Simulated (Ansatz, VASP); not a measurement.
One calculation of AsHF, two programs

```
H As F
1.0
     5.84567    0.00000    0.00000
     0.00000    5.84567    0.00000
     0.00000    0.00000    2.30598
H As F
1 1 1
Direct
  0.00000 0.00000 0.00000
  0.50000 0.50000 0.50000
  0.00000 0.00000 0.50000
```

Alike in both runs: functional PBE; k mesh 8 × 8 × 20; occupations gaussian, width 0.1 eV; no spin polarisation.

Ansatz relaxed the structure, and its values are those at the end. VASP's run is a single point on that final structure, the one shown.

|  | VASP | Ansatz |
| --- | --- | --- |
| version | VASP 6.6.1 | Ansatz 0.2.0 |
| potentials or method | VASP PAW PBE potentials, release 64 (H, As, F), cutoff 600 eV | scalar-relativistic, plane waves, PAW |
| valence electrons in the cell | 13 | 23 |

|  | VASP | Ansatz | Ansatz less VASP |
| --- | --- | --- | --- |
| gap on the k mesh at the Fermi level (eV) | none | none | - |
| pressure (GPa) | 0.0 | 0.0 | 0.00 |

A gap of «none» marks a metal or a gap that the smearing closes. VASP's potentials hold 13 valence electrons a cell and Ansatz's 23, so a difference there can come from the potentials and not from the codes.
